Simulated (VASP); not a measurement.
Set up this calculation in VASP 6.6.1, as the native input.

```yaml
Task: single point
Functional: r2SCAN
Potentials_or_basis: VASP PAW PBE potentials, release 64 (Ni, O)
Cutoff: 520 eV
k_mesh: 10 × 10 × 10
Occupations: gaussian, width 0.02 eV
Spin: collinear spin, ferromagnetic start
Starting_moments: "[1.95, 0.18] μB"
Hubbard_terms: Ni d U = 6.2 eV
Dipole_correction: no
Further_INCAR_settings: ALGO = Normal; EDIFF = 1e-06; NBANDS = 19
```

NiO:

```
Ni O
1.0
     0.00000    2.11201    2.11201
     2.11201    0.00000    2.11201
     2.11201    2.11201    0.00000
Ni O
1 1
Direct
  0.00000 0.00000 0.00000
  0.50000 0.50000 0.50000
```

One way to write it, as run:

POSCAR

```
NiO
1.0
    0.0000000000      2.1120146505      2.1120146505
    2.1120146505      0.0000000000      2.1120146505
    2.1120146505      2.1120146505      0.0000000000
Ni O
1 1
Direct
    0.0000000000      0.0000000000      0.0000000000
    0.5000000000      0.5000000000      0.5000000000
```

INCAR.step1

```
PREC     = Accurate       # precision mode
ENCUT    = 520            # plane-wave cutoff, eV
ISMEAR   = 0              # smearing method
SIGMA    = 0.02           # smearing width, eV
LREAL    = F              # projectors in reciprocal space
LASPH    = T              # aspherical terms in the spheres
NELM     = 150            # most SCF steps
ISPIN    = 2              # spin polarisation
MAGMOM   = 1.95 0.18      # initial moments
LMAXMIX  = 4              # l up to which the mixer works
LDAU     = T              # DFT+U
LDAUTYPE = 2            
LDAUL    = 2 -1           # shell
LDAUU    = 6.2 0          # U, eV
LDAUJ    = 0 0          
NBANDS   = 19             # bands
GGA      = PE             # functional
ALGO     = Normal         # electronic algorithm
EDIFF    = 1E-4           # SCF threshold, eV
LWAVE    = T              # write WAVECAR
LCHARG   = F              # write CHGCAR
```

INCAR.step2

```
PREC     = Accurate       # precision mode
ENCUT    = 520            # plane-wave cutoff, eV
EDIFF    = 1E-6           # SCF threshold, eV
ISMEAR   = 0              # smearing method
SIGMA    = 0.02           # smearing width, eV
LREAL    = F              # projectors in reciprocal space
LASPH    = T              # aspherical terms in the spheres
NELM     = 150            # most SCF steps
ALGO     = Normal         # electronic algorithm
ISIF     = 2              # what is computed and relaxed
LWAVE    = F              # write WAVECAR
LCHARG   = T              # write CHGCAR
ISPIN    = 2              # spin polarisation
MAGMOM   = 1.95 0.18      # initial moments
LORBIT   = 11             # projections on sites
LMAXMIX  = 4              # l up to which the mixer works
LDAU     = T              # DFT+U
LDAUTYPE = 2            
LDAUL    = 2 -1           # shell
LDAUU    = 6.2 0          # U, eV
LDAUJ    = 0 0          
LDAUPRINT= 1            
METAGGA  = R2SCAN         # meta-GGA
LMIXTAU  = T            
LELF     = T              # ELF
LVHAR    = T            
NBANDS   = 19             # bands
ISTART   = 1
```

KPOINTS

```
regular mesh
0
Gamma
  10 10 10
```

Potentials or basis: VASP PAW PBE potentials, release 64 (Ni, O).

Command:

```console
$ cat potpaw_PBE.64/Ni/POTCAR potpaw_PBE.64/O/POTCAR > POTCAR
$ cp INCAR.step1 INCAR
$ mpirun -np 1 vasp_std > vasp.out
$ cp INCAR.step2 INCAR
$ mpirun -np 1 vasp_std > vasp.out
```

Results of the run:

The pressure is -8.6 GPa, the band gap on the k mesh is 3.19 eV, indirect (least direct gap 4.04 eV) and the net moment is 2.00 μB per cell. The site moments are Ni +1.88; O +0.12 μB. The valence electrons inside the program's atomic spheres are Ni 8.90; O 5.06.

Caveat: the PAW data sets were made with another functional, which shifts forces and pressure a little; a cell with one magnetic atom can't hold antiferromagnetic order, which such compounds often take.

Wall time 2.9 min on 1 thread of AMD EPYC 7R43 64-Core Processor (Zen 3) (shared host), peak memory 0.14 GiB.
